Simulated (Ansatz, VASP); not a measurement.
SnTe in VASP and in Ansatz

```
CELL_PARAMETERS angstrom
0.00000 3.19231 3.19231
3.19231 0.00000 3.19231
3.19231 3.19231 0.00000
ATOMIC_POSITIONS crystal
Te 0.50000 0.50000 0.50000
Sn 0.00000 0.00000 0.00000
```

Change from the starting cell: volume scaled by 1.04.

Alike in both runs: task single point; functional PBE; k mesh 7 × 7 × 7; occupations fermi-dirac, width 0.05 eV; no spin polarisation.

```csv
,VASP,Ansatz
version,VASP 6.6.1,Ansatz 0.2.0
potentials or method,"VASP PAW PBE potentials, release 64 (Te, Sn_d), cutoff 520 eV","all-electron LAPW, scalar-relativistic"
```

|  | VASP | Ansatz | Ansatz less VASP |
| --- | --- | --- | --- |
| pressure (GPa) | 0.4 | 0.4 | +0.02 |

Ansatz ran all-electron here, and VASP with PAW potentials.

Spin-orbit coupling is off throughout.
